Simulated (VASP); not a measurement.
**Mg16O17 (a cell with a defect) (O interstitial hop between voids): single point with PBE**

The system is Mg16O17 (a cell with a defect) (O interstitial hop between voids).

```xyz
33
Lattice="-4.2544 4.2544 4.2544 4.2544 -4.2544 4.2544 4.2544 4.2544 -4.2544" Properties=species:S:1:pos:R:3 pbc="T T T"
Mg   -0.0265   -0.0234   -0.0333
Mg    4.2864    2.1358   -2.1300
Mg    4.3409   -0.0188   -0.0284
Mg    4.2837   -2.1205    2.1270
Mg    2.1587    4.2817   -2.0780
Mg    2.1579    2.0835   -0.0857
Mg    2.1569   -0.0741    2.0741
Mg    2.1591   -2.0690    4.2709
Mg    0.0301    4.2309   -0.0367
Mg    0.0869    2.1289    2.1199
Mg    0.0307   -0.0269    4.2209
Mg    4.2290    2.1325    2.1238
Mg   -2.0939    4.1995    2.1555
Mg   -2.0939    2.1647    4.1917
Mg    2.1497    4.4737    1.8767
Mg    2.1489    1.8876    4.4697
O     2.1604    2.1139   -2.1044
O     2.1616   -0.0327   -0.0421
O     2.1606   -2.0965    2.1048
O     6.4119    0.2136    0.2060
O     0.0318    2.1294   -0.0287
O     0.0333   -0.0185    2.1196
O     4.2875    2.1304   -0.0304
O     4.2868   -0.0201    2.1208
O    -2.0941    2.1429    2.1333
O     2.1602    4.2498   -0.0594
O     2.1624    1.8988    1.8856
O     2.1599   -0.0481    4.2381
O     0.0680    6.3352    0.0210
O     0.0021    4.2807    2.0724
O     0.0022    2.0822    4.2720
O     0.0683    0.0294    6.3255
O     2.1709    3.1832    3.1765
```

```yaml
Program: VASP 6.6.1
Task: single point
Functional: PBE
Potentials_or_basis: VASP PAW PBE potentials, release 64 (Mg, O)
Cutoff: 520 eV
k_mesh: 1 × 1 × 1
Occupations: fermi-dirac, width 0.01 eV
Spin: no spin polarisation
Dipole_correction: no
Further_INCAR_settings: LREAL = Auto; ALGO = Normal; EDIFF = 1e-06; NBANDS = 89
```

| Item | Value |
| --- | --- |
| Pressure | 6.0 GPa |
| Largest force | 0.047 eV/Å |
| Band gap on the k mesh | 3.18 eV |

Forces on the atoms (eV/Å):
```
Mg   0.013  0.006  0.011
Mg  -0.007  0.004  0.004
Mg  -0.002  0.000  0.002
Mg   0.007  0.003  0.001
Mg   0.004 -0.004 -0.008
Mg   0.011 -0.005  0.018
Mg   0.019  0.013 -0.008
Mg  -0.001 -0.006  0.003
Mg   0.002 -0.005  0.003
Mg   0.009  0.002 -0.004
Mg   0.005  0.003 -0.005
Mg   0.013 -0.005 -0.009
Mg   0.002  0.001 -0.005
Mg   0.001 -0.002 -0.007
Mg   0.027  0.006  0.007
Mg   0.031 -0.010 -0.012
O   -0.007  0.003  0.008
O   -0.007  0.002  0.003
O   -0.012 -0.002  0.000
O    0.009  0.010  0.002
O   -0.002  0.003 -0.009
O   -0.010 -0.012  0.005
O   -0.004 -0.004  0.001
O   -0.005 -0.001 -0.002
O   -0.001 -0.003 -0.005
O   -0.009  0.004  0.000
O   -0.025 -0.019 -0.003
O   -0.005 -0.013  0.019
O   -0.008 -0.003 -0.003
O   -0.002  0.001  0.003
O   -0.007  0.000  0.003
O   -0.014 -0.003 -0.003
O   -0.027  0.038 -0.010
```

Stress tensor (GPa, compression positive):
```
 2.49 -0.01 -0.01
-0.01  7.71 -1.66
-0.01 -1.66  7.82
```

Levels at points of the mesh, in eV from the valence-band top:
```tsv
k point	band 65	band 66	band 67	band 68	band 69	band 70
(0.00, 0.00, 0.00)	-0.31	-0.30	0.00	3.18	4.40	8.68
```

It took 47 s on 1 thread of Intel(R) Xeon(R) 6975P-C (Granite Rapids) (shared host), peak memory 0.39 GiB.

Caveat: the k points lie up to 1.04 Å⁻¹ apart.
